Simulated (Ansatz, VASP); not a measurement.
**One calculation of CdS, two programs**

```xyz
2
Lattice="0.0000 2.7474 2.7474 2.7474 0.0000 2.7474 2.7474 2.7474 0.0000" Properties=species:S:1:pos:R:3 pbc="T T T"
Cd    0.0000    0.0000    0.0000
S     2.7474    2.7474    2.7474
```

Alike in both runs: functional PBE; k mesh 14 × 14 × 14; occupations fermi-dirac, width 0.08 eV; no spin polarisation.

Ansatz relaxed the structure, and its values are those at the end. VASP's run is a single point on that final structure, the one shown.

|  | VASP | Ansatz |
| --- | --- | --- |
| version | VASP 6.6.1 | Ansatz 0.2.0 |
| potentials or method | VASP PAW PBE potentials, release 64 (Cd, S) | PAW with Ansatz's default frozen-core files, scalar-relativistic |
| plane-wave cutoff (eV) | 520 | 420 |
| valence electrons in the cell | 18 | 26 |

```csv
,VASP,Ansatz,Ansatz less VASP
pressure (GPa),0.4,0.0,-0.37
```

The functional is the same, so the differences come from potentials, cutoffs and numerics. VASP's potentials hold 18 valence electrons a cell and Ansatz's 26, so a difference there can come from the potentials and not from the codes.
